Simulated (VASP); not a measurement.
# TiAl (scanv) (Pm-3m) in VASP: notebook

The runs below take TiAl (scanv) through single point, relaxation of cell and atoms, with r2SCAN+rVV10.

Program: VASP 6.6.1. These are calculated values, not measurements. Logs are shortened: lines on timing, memory, paths and dates and some standing lists are left out, and cuts for length are marked.

## 1. The cell of the first run

It takes space group Pm-3m (No. 221, cubic). The conventional cell has a = 3.179 Å, b = 3.179 Å, c = 3.179 Å, α = 90.00°, β = 90.00°, γ = 90.00°. Within 3.6 Å of Ti (site symmetry m-3m) lie 8 Al at 2.75 Å and 6 Ti at 3.18 Å. Al (site symmetry m-3m) has 8 Ti at 2.75 Å and 6 Al at 3.18 Å within 3.6 Å.

## 2. Single point, r2SCAN+rVV10

The input, POSCAR:

```
TiAl
1.0
    3.1790640000      0.0000000000      0.0000000000
    0.0000000000      3.1790640000      0.0000000000
    0.0000000000      0.0000000000      3.1790640000
Ti Al
1 1
Direct
    0.0000000000      0.0000000000      0.0000000000
    0.5000000000      0.5000000000      0.5000000000
```

The input, INCAR.step1:

```
PREC     = Accurate       # precision mode
ENCUT    = 520            # plane-wave cutoff, eV
ISMEAR   = 0              # smearing method
SIGMA    = 0.1            # smearing width, eV
LREAL    = False          # projectors in reciprocal space
LASPH    = True           # aspherical terms in the spheres
NELM     = 100            # most SCF steps
NBANDS   = 14             # bands
GGA      = PE             # functional
ALGO     = Normal         # electronic algorithm
EDIFF    = 1E-4           # SCF threshold, eV
LWAVE    = True           # write WAVECAR
LCHARG   = False          # write CHGCAR
```

The input, INCAR.step2:

```
PREC     = Accurate       # precision mode
ENCUT    = 520            # plane-wave cutoff, eV
EDIFF    = 1E-7           # SCF threshold, eV
ISMEAR   = 0              # smearing method
SIGMA    = 0.1            # smearing width, eV
LREAL    = False          # projectors in reciprocal space
LASPH    = True           # aspherical terms in the spheres
NELM     = 100            # most SCF steps
ALGO     = Normal         # electronic algorithm
ISIF     = 2              # what is computed and relaxed
LWAVE    = False          # write WAVECAR
LCHARG   = True           # write CHGCAR
METAGGA  = R2SCAN         # meta-GGA
LMIXTAU  = True         
LUSE_VDW = True         
IVDW_NL  = 2            
BPARAM   = 11.95        
CPARAM   = 0.0093       
LELF     = True           # ELF
LVHAR    = True         
NBANDS   = 14             # bands
ISTART   = 1
```

The input, KPOINTS:

```
regular mesh
0
Gamma
  6 6 6
```

Potentials or basis: VASP PAW PBE potentials, release 64 (Ti_sv, Al).

Command:

```sh
cat potpaw_PBE.64/Ti_sv/POTCAR potpaw_PBE.64/Al/POTCAR > POTCAR
cp INCAR.step1 INCAR
mpirun -np 1 vasp_std > vasp.out
cp INCAR.step2 INCAR
mpirun -np 1 vasp_std > vasp.out
```

OUTCAR:

```text
PREC = Accurate
   ENCUT = 520
   EDIFF = 1E-7
   ISMEAR = 0
   LREAL = False
   LASPH = True
   NELM = 100
   ISIF = 2
   METAGGA = R2SCAN
   IVDW_NL = 2
   BPARAM = 11.95
   ISTART = 1

 ion  position               nearest neighbor table
   1  0.000  0.000  0.000-   2 2.75   2 2.75   2 2.75   2 2.75   2 2.75   2 2.75   2 2.75   2 2.75

   2  0.500  0.500  0.500-   1 2.75   1 2.75   1 2.75   1 2.75   1 2.75   1 2.75   1 2.75   1 2.75

  LATTYP: Found a simple cubic cell.
 ALAT       =     3.1790640000

  Lattice vectors:

 A1 = (   3.1790640000,   0.0000000000,   0.0000000000)
 A2 = (   0.0000000000,   3.1790640000,   0.0000000000)
 A3 = (   0.0000000000,   0.0000000000,   3.1790640000)

Analysis of symmetry for initial positions (statically):
=====================================================================
 Subroutine PRICEL returns:
 Original cell was already a primitive cell.

 Routine SETGRP: Setting up the symmetry group for a
 simple cubic supercell.

 Subroutine GETGRP returns: Found 48 space group operations
 (whereof 48 operations were pure point group operations)
 out of a pool of 48 trial point group operations.

The static configuration has the point symmetry O_h .

Analysis of symmetry for dynamics (positions and initial velocities):
=====================================================================
 Subroutine PRICEL returns:
 Original cell was already a primitive cell.

 Routine SETGRP: Setting up the symmetry group for a
 simple cubic supercell.

 Subroutine GETGRP returns: Found 48 space group operations
 (whereof 48 operations were pure point group operations)
 out of a pool of 48 trial point group operations.

The dynamic configuration has the point symmetry O_h .

 Subroutine INISYM returns: Found 48 space group operations
 (whereof 48 operations are pure point group operations),
 and found     1 'primitive' translations

----------------------------------------------------------------------------------------

                                     Primitive cell

  volume of cell :      32.1290

  direct lattice vectors                    reciprocal lattice vectors
     3.179064000  0.000000000  0.000000000     0.314557996  0.000000000  0.000000000
     0.000000000  3.179064000  0.000000000     0.000000000  0.314557996  0.000000000
     0.000000000  0.000000000  3.179064000     0.000000000  0.000000000  0.314557996

  length of vectors
     3.179064000  3.179064000  3.179064000     0.314557996  0.314557996  0.314557996

  position of ions in fractional coordinates (direct lattice)
     0.000000000  0.000000000  0.000000000
     0.500000000  0.500000000  0.500000000

  ion indices of the primitive-cell ions
   primitive index   ion index
                 1           1
                 2           2

----------------------------------------------------------------------------------------

 KPOINTS: regular mesh

Automatic generation of k-mesh.
 Grid dimensions read from file:
 generate k-points for:    6    6    6

 Generating k-lattice:

  Cartesian coordinates                     Fractional coordinates (reciprocal lattice)
     0.052426333  0.000000000  0.000000000     0.166666667  0.000000000  0.000000000
     0.000000000  0.052426333  0.000000000     0.000000000  0.166666667  0.000000000
     0.000000000  0.000000000  0.052426333     0.000000000  0.000000000  0.166666667

  Length of vectors
     0.052426333  0.052426333  0.052426333

  Shift w.r.t. Gamma in fractional coordinates (k-lattice)
     0.000000000  0.000000000  0.000000000

 Subroutine IBZKPT returns following result:
 ===========================================

 Found     20 irreducible k-points:

 Following reciprocal coordinates:
            Coordinates               Weight
  0.000000  0.000000  0.000000      1.000000
  0.166667  0.000000  0.000000      6.000000
  0.333333  0.000000  0.000000      6.000000
  0.500000  0.000000  0.000000      3.000000
  0.166667  0.166667  0.000000     12.000000
  0.333333  0.166667  0.000000     24.000000
[... 12 lines left out ...]
  0.500000  0.500000  0.333333      6.000000
  0.500000  0.500000  0.500000      1.000000
   k-points           NKPTS =     20   k-points in BZ     NKDIM =     20   number of bands    NBANDS=     14
   number of dos      NEDOS =    301   number of ions     NIONS =      2
   total plane-waves  NPLWV =  13824
   dimension x,y,z NGX =    24 NGY =   24 NGZ =   24
   dimension x,y,z NGXF=    48 NGYF=   48 NGZF=   48
   ions per type =               1   1
   NGX,Y,Z   is equivalent  to a cutoff of  12.55, 12.55, 12.55 a.u.
   NGXF,Y,Z  is equivalent  to a cutoff of  25.10, 25.10, 25.10 a.u.
 SYSTEM =  unknown system
   PREC   = accura    normal or accurate (medium, high low for compatibility)
   ISTART =      1    job   : 0-new  1-cont  2-samecut
   ICHARG =      0    charge: 1-file 2-atom 10-const
   ISPIN  =      1    spin polarized calculation?
   LNONCOLLINEAR =      F non collinear calculations
   LSORBIT =      F    spin-orbit coupling
   LASPH  =      T    aspherical Exc in radial PAW
   ENCUT  =  520.0 eV  38.22 Ry    6.18 a.u.   5.91  5.91  5.91*2*pi/ulx,y,z
   NELM   =    100;   NELMIN=  2; NELMDL=  0     # of ELM steps
   EDIFF  = 0.1E-06   stopping-criterion for ELM
   LREAL  =      F    real-space projection
   EDIFFG = 0.1E-05   stopping-criterion for IOM
   NSW    =      0    number of steps for IOM
   IBRION =     -1    ionic relax: 0-MD 1-quasi-New 2-CG
   NFREE  =      0    steps in history (QN), initial steepest desc. (CG)
   ISIF   =      2    stress and relaxation
   ISYM   =      2    0-nonsym 1-usesym 2-fastsym
   POTIM  = 0.5000    time-step for ionic-motion
   TEBEG  =    0.0;   TEEND  =   0.0 temperature during run
   PSTRESS=    0.0 pullay stress
   NELECT =      15.0000    total number of electrons
   NUPDOWN=      -1.0000    fix difference up-down
   EMIN   =  10.00;   EMAX   =-10.00  energy-range for DOS
   EFERMI =   0.00;   METHOD = LEGACY
   ISMEAR =     0;   SIGMA  =   0.10  broadening in eV -4-tet -1-fermi 0-gaus
   EFERMI_NEDOS =   21; number of points for ismear=-14 and -15
   IALGO  =     38    algorithm
   IMIX   =      4    mixing-type and parameters
     AMIX     =   0.40;   BMIX     =  1.00
     AMIX_MAG =   1.60;   BMIX_MAG =  1.00
  volume/ion in A,a.u.               =      16.06       108.41
  Fermi-wavevector in a.u.,A,eV,Ry     =   1.270007  2.399964 21.945065  1.612917
  Thomas-Fermi vector in A             =   2.403017
   LORBIT       =      0    0 simple, 1 ext, 2 COOP (PROOUT), +10 PAW based schemes
   METAGGA = R2SCAN    functional components
   LHFCALC =     F    Hartree Fock is set to
   AEXX    =    0.0000 exact exchange contribution
   IVDW_NL    =     2    kernel type
   BPARAM     =11.9500
   IVDW    =     0    specifies the selected vdW correction
   LEPSILON=     F    determine dielectric tensor
   LRPA    =     F    only Hartree local field effects (RPA)
 non-spin polarized calculation
 Gauss-broadening in eV      SIGMA  =   0.10
  energy-cutoff  :      520.00
  volume of cell :       32.13
 maximum number of plane-waves:       912
 NGX is ok and might be reduce to    24
   NGX = 11   NGY = 11   NGZ = 11

 number of electron      14.9999993 magnetization

 Free energy of the ion-electron system (eV)
  ---------------------------------------------------
  ext. energy  EPLUGINS =         0.00000000
  ---------------------------------------------------
  free energy    TOTEN  =       -19.97331949 eV

  energy without entropy =      -19.96432033  energy(sigma->0) =      -19.96881991

 E-fermi :   8.8695     XC(G=0): -11.9150

 val. band max:        8.7809581819   @ k =   0.3333   0.3333   0.1667
 cond. band min:       8.9478449065   @ k =   0.3333   0.1667   0.0000
 fundamental gap:      0.1668867246
 Fermi energy:         8.8694749061

 k-point     1 :       0.0000    0.0000    0.0000
  band No.  band energies     occupation
      1     -50.4292      2.00000
      2     -25.5856      2.00000
      3     -25.5856      2.00000
      4     -25.5856      2.00000
      5      -1.0456      2.00000
      6       7.2069      2.00000
      7       7.2069      2.00000
      8      10.8868      0.00000
      9      10.8868      0.00000
     10      10.8868      0.00000
     11      13.4377      0.00000
     12      13.4377      0.00000
     13      13.4377      0.00000
     14      17.8958      0.00000

 k-point     2 :       0.1667    0.0000    0.0000
  band No.  band energies     occupation
      1     -50.4252      2.00000
      2     -25.6322      2.00000
      3     -25.5816      2.00000
      4     -25.5816      2.00000
      5      -0.5842      2.00000
      6       6.8540      2.00000
      7       7.4142      2.00000
      8      10.2370      0.00000
      9      10.2370      0.00000
     10      10.9390      0.00000
     11      12.1604      0.00000
     12      14.4301      0.00000
     13      14.4301      0.00000
     14      17.3217      0.00000

 k-point     3 :       0.3333    0.0000    0.0000
  band No.  band energies     occupation
      1     -50.4171      2.00000
      2     -25.7244      2.00000
      3     -25.5736      2.00000
      4     -25.5736      2.00000
      5       0.7300      2.00000
      6       5.1874      2.00000
      7       7.8920      2.00000
      8       9.4253      0.00000
      9       9.4253      0.00000
     10      11.0462      0.00000
     11      11.6857      0.00000
     12      16.1213      0.00000
     13      16.3437      0.00000
     14      16.3437      0.00000
[... 256 lines left out ...]
 k-point    19 :       0.5000    0.5000    0.3333
  band No.  band energies     occupation
      1     -50.3861      2.00000
      2     -25.7267      2.00000
      3     -25.7267      2.00000
      4     -25.6795      2.00000
      5       4.8486      2.00000
      6       5.7383      2.00000
      7       5.7383      2.00000
      8       9.5414      0.00000
      9      11.0235      0.00000
     10      11.0665      0.00000
     11      11.0665      0.00000
     12      11.7150      0.00000
     13      13.2023      0.00000
     14      15.7635      0.00000

 k-point    20 :       0.5000    0.5000    0.5000
  band No.  band energies     occupation
      1     -50.3824      2.00000
      2     -25.7210      2.00000
      3     -25.7210      2.00000
      4     -25.7210      2.00000
      5       5.5555      2.00000
      6       5.5555      2.00000
      7       5.5555      2.00000
      8       9.7391      0.00000
      9      11.6854      0.00000
     10      11.6854      0.00000
     11      11.6854      0.00000
     12      11.7314      0.00000
     13      11.7314      0.00000
     14      15.6768      0.00000

------------------------ aborting loop because EDIFF is reached ----------------------------------------

  FORCE on cell =-STRESS in cart. coord.  units (eV):
  Direction    XX          YY          ZZ          XY          YZ          ZX
  --------------------------------------------------------------------------------------
  -------------------------------------------------------------------------------------
  Total       -0.3010812     -0.3010812     -0.3010812      0.0000000      0.0000000     -0.0000000
  in kB      -15.0139997    -15.0139997    -15.0139997      0.0000000      0.0000000     -0.0000000
  external PRESSURE =     -15.0139997 kB  Pullay stress =       0.0000000 kB

 VOLUME and BASIS-vectors are now :
 -----------------------------------------------------------------------------
  energy-cutoff  :      520.00
  volume of cell :       32.13
      direct lattice vectors                 reciprocal lattice vectors
     3.179064000  0.000000000  0.000000000     0.314557996  0.000000000  0.000000000
     0.000000000  3.179064000  0.000000000     0.000000000  0.314557996  0.000000000
     0.000000000  0.000000000  3.179064000     0.000000000  0.000000000  0.314557996

 POSITION                                       TOTAL-FORCE (eV/Angst)
 -----------------------------------------------------------------------------------
      0.00000      0.00000      0.00000         0.000000      0.000000      0.000000
      1.58953      1.58953      1.58953         0.000000      0.000000      0.000000
 -----------------------------------------------------------------------------------
    total drift:                                0.000000      0.000000      0.000000

  FREE ENERGIE OF THE ION-ELECTRON SYSTEM (eV)
  ---------------------------------------------------
  free  energy   TOTEN  =       -19.9733194874 eV

  energy  without entropy=      -19.9643203257  energy(sigma->0) =      -19.96881991
```

Run time: 30 s. Hardware: 1 thread of Intel Xeon 6975P-C (Granite Rapids), shared host; peak memory 0.21 GiB.

Results:

| Property | Result |
| --- | --- |
| Free energy | -19.9733 eV |
| Pressure | -1.5 GPa |

Levels at points of the mesh, in eV from the Fermi level:
```tsv
k point	band 5	band 6	band 7	band 8	band 9	band 10
(0.00, 0.00, 0.00)	-9.92	-1.66	-1.66	2.02	2.02	2.02
(0.50, 0.00, 0.00)	-6.50	-5.65	-0.69	0.25	0.25	2.23
(0.50, 0.50, 0.00)	-5.28	-2.46	-2.46	-1.67	0.84	0.84
(0.50, 0.50, 0.50)	-3.31	-3.31	-3.31	0.87	2.82	2.82
```

Caveat: the PAW data sets were made with another functional, which shifts forces and pressure a little.

## 3. Single point, r2SCAN+rVV10

This run uses another cell than the first one, of 15.86 Å³/atom, 0.987 times its volume.

The input, POSCAR:

```
TiAl
1.0
    3.1656806750      0.0000000000      0.0000000000
    0.0000000000      3.1656806750      0.0000000000
    0.0000000000      0.0000000000      3.1656806750
Ti Al
1 1
Direct
    0.0000000000      0.0000000000      0.0000000000
    0.5000000000      0.5000000000      0.5000000000
```

The input, INCAR.step1:

```
ALGO = Normal
EDIFF = 1E-4
ENCUT = 520
GGA = PE
ISMEAR = 0
LASPH = T
LCHARG = F
LREAL = F
LWAVE = T
NBANDS = 14
NELM = 100
PREC = Accurate
SIGMA = 0.1
```

The input, INCAR.step2:

```
ALGO = Normal
BPARAM = 11.95
CPARAM = 0.0093
EDIFF = 1E-7
ENCUT = 520
ISIF = 2
ISMEAR = 0
ISTART = 1
IVDW_NL = 2
LASPH = T
LCHARG = T
LELF = T
LMIXTAU = T
LREAL = F
LUSE_VDW = T
LVHAR = T
LWAVE = F
METAGGA = R2SCAN
NBANDS = 14
NELM = 100
PREC = Accurate
SIGMA = 0.1
```

The input, KPOINTS:

```
k-points
0
Gamma
  14 14 14
```

Potentials or basis: VASP PAW PBE potentials, release 64 (Ti_sv, Al).

Command:

```sh
cat potpaw_PBE.64/Ti_sv/POTCAR potpaw_PBE.64/Al/POTCAR > POTCAR
cp INCAR.step1 INCAR
mpirun -np 1 vasp_std > vasp.out
cp INCAR.step2 INCAR
mpirun -np 1 vasp_std > vasp.out
```

It took 74 s on 1 thread of Intel Xeon 6975P-C (Granite Rapids), shared host; peak memory 0.25 GiB.

It converged, with:

```
Free energy : -19.9728 eV
Pressure    : 0.2 GPa
```

Levels at points of the mesh, in eV from the Fermi level:
| k point | band 5 | band 6 | band 7 | band 8 | band 9 | band 10 |
| --- | --- | --- | --- | --- | --- | --- |
| (0.00, 0.00, 0.00) | -9.95 | -1.67 | -1.67 | 2.07 | 2.07 | 2.07 |
| (0.50, 0.00, 0.00) | -6.49 | -5.66 | -0.69 | 0.27 | 0.27 | 2.29 |
| (0.50, 0.50, 0.00) | -5.29 | -2.44 | -2.44 | -1.67 | 0.87 | 0.87 |
| (0.50, 0.50, 0.50) | -3.33 | -3.33 | -3.33 | 0.98 | 2.88 | 2.88 |

Caveat: the PAW data sets were made with another functional, which shifts forces and pressure a little.

## 4. Relaxation of cell and atoms, r2SCAN+rVV10

The input, POSCAR:

```
TiAl
1.0
    3.1790640000      0.0000000000      0.0000000000
    0.0000000000      3.1790640000      0.0000000000
    0.0000000000      0.0000000000      3.1790640000
Ti Al
1 1
Direct
    0.0000000000      0.0000000000      0.0000000000
    0.5000000000      0.5000000000      0.5000000000
```

The input, INCAR.step1:

```
SYSTEM = TiAl
  PREC = Accurate
  ENCUT = 600
  ISMEAR = 0
  SIGMA = 0.1
  LREAL = .False.
  LASPH = .True.
  NELM = 60
  GGA = PE
  ALGO = Normal
  EDIFF = 1E-4
  LWAVE = .True.
  LCHARG = .False.
```

The input, INCAR.step2:

```
SYSTEM = TiAl
  PREC = Accurate
  ENCUT = 600
  EDIFF = 1E-6
  ISMEAR = 0
  SIGMA = 0.1
  LREAL = .False.
  LASPH = .True.
  NELM = 60
  ALGO = Normal
  ISIF = 3
  LWAVE = .False.
  LCHARG = .False.
  METAGGA = R2SCAN
  LMIXTAU = .True.
  LUSE_VDW = .True.
  IVDW_NL = 2
  BPARAM = 11.95
  CPARAM = 0.0093
  IBRION = 2
  NSW = 100
  EDIFFG = -0.002
  ISTART = 1
```

The input, KPOINTS:

```
regular mesh
0
Gamma
  14 14 14
  0 0 0
```

Command:

```sh
cat potpaw_PBE.64/Ti_sv/POTCAR potpaw_PBE.64/Al/POTCAR > POTCAR
cp INCAR.step1 INCAR
mpirun -np 1 vasp_std > vasp.out
cp INCAR.step2 INCAR
mpirun -np 1 vasp_std > vasp.out
```

It took 4.8 min on 1 thread of Intel Xeon 6975P-C (Granite Rapids), shared host; peak memory 0.3 GiB.

It converged, with:

```
Free energy                            : -19.9729 eV
Relaxed volume                         : 15.88 Å³/atom
Relaxed cell                           : a = 3.167 Å, b = 3.167 Å, c = 3.167 Å, α = 90.00°, β = 90.00°, γ = 90.00°
Space group after relaxing (to 0.05 Å) : Pm-3m (No. 221)
Energy gained by relaxing              : 0.8 meV/atom
Ionic steps                            : 3
Pressure after relaxing                : 0.0 GPa
```

Step by step:
| step | energy change (eV) | largest force (eV/Å) | pressure (GPa) | volume (Å³) |
| --- | --- | --- | --- | --- |
| 1 | 0.0000 | 0.0000 | -1.36 | 32.13 |
| 2 | -0.0007 | 0.0000 | 1.06 | 31.50 |
| 3 | -0.0016 | 0.0000 | 0.00 | 31.76 |

Final structure:
```yaml
crystal:
  lattice:
    - [3.16700, 0.00000, 0.00000]
    - [0.00000, 3.16700, 0.00000]
    - [0.00000, 0.00000, 3.16700]
  atoms:
    - { symbol: Ti, position: [0.00000, 0.00000, 0.00000] }
    - { symbol: Al, position: [0.50000, 0.50000, 0.50000] }
```

Levels at points of the mesh, in eV from the Fermi level:
```tsv
k point	band 5	band 6	band 7	band 8	band 9	band 10
(0.00, 0.00, 0.00)	-9.94	-1.67	-1.67	2.06	2.06	2.06
(0.50, 0.00, 0.00)	-6.49	-5.66	-0.68	0.27	0.27	2.28
(0.50, 0.50, 0.00)	-5.29	-2.44	-2.44	-1.66	0.87	0.87
(0.50, 0.50, 0.50)	-3.33	-3.33	-3.33	0.97	2.87	2.87
```

Caveat: the PAW data sets were made with another functional, which shifts forces and pressure a little.

## 5. Summary

| task | cell | k mesh | cutoff (eV) | gap on the mesh (eV) | pressure (GPa) |
| --- | --- | --- | --- | --- | --- |
| single point | a = 3.179 Å, 2 atoms | 6 × 6 × 6 | 520 | none | -1.5 |
| single point | a = 3.166 Å, 2 atoms | 14 × 14 × 14 | 520 | none | 0.2 |
| relaxation of cell and atoms | relaxed from a = 3.179 Å, 2 atoms | 14 × 14 × 14 | 600 | none | 0.0 |

Alike in all rows: level r2SCAN+rVV10; potentials or basis VASP PAW PBE potentials, release 64 (Ti_sv, Al); no spin polarisation; smearing gaussian 0.1 eV.

Caveats: the PAW data sets were made with another functional, which shifts forces and pressure a little.

Absolute energies hang on the potentials; compare differences alone.
